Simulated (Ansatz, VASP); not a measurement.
## W in VASP and in Ansatz

The input INCAR:

```
ALGO = Normal
EDIFF = 1E-6
ENCUT = 500
GGA_COMPAT = F
ISIF = 2
ISMEAR = 0
LASPH = T
LCHARG = F
LREAL = F
LWAVE = F
NBANDS = 21
NELM = 120
PREC = Accurate
SIGMA = 0.15
```

File KPOINTS:

```
k-points
0
Gamma
  16 16 12
```

File POSCAR:

```
W
1.0
    0.0000000000     -1.9864787844     -1.9864787844
    0.0000000000      1.9864787844     -1.9864787844
    3.9729575688      0.0000000000      0.0000000000
W
2
Direct
    0.5000000000      0.5000000000      0.4965768575
    0.0000000000      0.0000000000      0.0034231425
```

Input for Ansatz:

```yaml
crystal:
  lattice:
    - [0.0, -1.9864787844, -1.9864787844]
    - [0.0, 1.9864787844, -1.9864787844]
    - [3.9729575688, 0.0, 0.0]
  atoms:
    - { symbol: W, position: [0.5, 0.5, 0.4965768575] }
    - { symbol: W, position: [0.0, 0.0, 0.0034231425] }
basis:
  ecutwfc: 420
kpoints:
  mp_grid: { grid: [16, 16, 12] }
hamiltonian:
  xc: lda
  pseudopotentials: { kind: paw, azcp: { folder: soft_1 } }
scf:
  occupations: { method: gaussian, width: 0.15 }
output:
  forces: true
  stress: true
  eigenvalues: true
```

Change from the starting cell: mode 4 frozen in at +0.000 Å and mode 6 at -0.014 Å (largest displacements).

Alike in both runs: task single point; functional LDA; k mesh 16 × 16 × 12; occupations gaussian, width 0.15 eV; no spin polarisation.

```csv
,VASP,Ansatz
version,VASP 6.6.1,Ansatz 0.2.0
potentials or method,"VASP PAW LDA potentials, release 64 (W_sv), cutoff 500 eV","scalar-relativistic, plane waves, PAW"
valence electrons in the cell,28,28
```

```tsv
	VASP	Ansatz	Ansatz less VASP
gap on the k mesh at the Fermi level (eV)	none	none	-
pressure (GPa)	1.8	0.0	-1.73
traceless stress, the component that is largest in VASP (GPa)	-0.13	-0.12	+0.016
rms of the force components (eV/Å)	0.260	0.255	-0.0049
```

Ansatz warns that its potentials were made for another functional, while VASP's fit it. LDA's correlation is that of Perdew and Zunger in VASP and of Perdew and Wang (1992) in Ansatz. Atom by atom the forces differ by 0.005 eV/Å (rms over components). A gap of «none» marks a metal or a gap that the smearing closes.

Neither program's run includes spin-orbit coupling.
